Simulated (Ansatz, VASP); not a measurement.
One calculation of Y, two programs

INCAR

```
ALGO = Normal
EDIFF = 1E-6
ENCUT = 520
GGA = PE
ISIF = 2
ISMEAR = -1
LASPH = True
LCHARG = False
LREAL = False
LWAVE = False
NBANDS = 18
NELM = 100
PREC = Accurate
SIGMA = 0.08
```

Contents of KPOINTS:

```
k-points
0
Gamma
  14 14 14
```

File POSCAR:

```
Y
1.0
   -2.9254361791      2.9254361791      1.6396217490
    2.9254361791     -2.9254361791      1.6396217490
    2.9254361791      2.9254361791     -1.6396217490
Y
2
Direct
   -0.3750000000     -0.1250000000     -0.2500000000
    0.3750000000      0.1250000000      0.2500000000
```

Input for Ansatz:

```yaml
crystal:
  lattice:
    - [-2.9254361791, 2.9254361791, 1.639621749]
    - [2.9254361791, -2.9254361791, 1.639621749]
    - [2.9254361791, 2.9254361791, -1.639621749]
  atoms:
    - { symbol: "Y", position: [-0.375, -0.125, -0.25] }
    - { symbol: "Y", position: [0.375, 0.125, 0.25] }
kpoints:
  mp_grid: { grid: [14, 14, 14] }
scf:
  occupations: { method: fermi_dirac, width: 0.08 }
hamiltonian:
  xc: pbe
  pseudopotentials: { kind: all_electron, lapw: { basis_error: 0.001 } }
output:
  forces: true
  stress: true
  eigenvalues: true
  populations: true
```

Change from the starting cell: volume scaled by 0.85, LAPW.

Alike in both runs: task single point; functional PBE; k mesh 14 × 14 × 14; occupations fermi-dirac, width 0.08 eV; no spin polarisation.

|  | VASP | Ansatz |
| --- | --- | --- |
| version | VASP 6.6.1 | Ansatz 0.2.0 |
| potentials or method | VASP PAW PBE potentials, release 64 (Y_sv), cutoff 520 eV | all-electron LAPW, scalar-relativistic |

```csv
,VASP,Ansatz,Ansatz less VASP
pressure (GPa),6.7,6.8,+0.08
"traceless stress, the component that is largest in VASP (GPa)",-0.09,0.00,+0.090
```

Ansatz ran all-electron here, and VASP with PAW potentials.
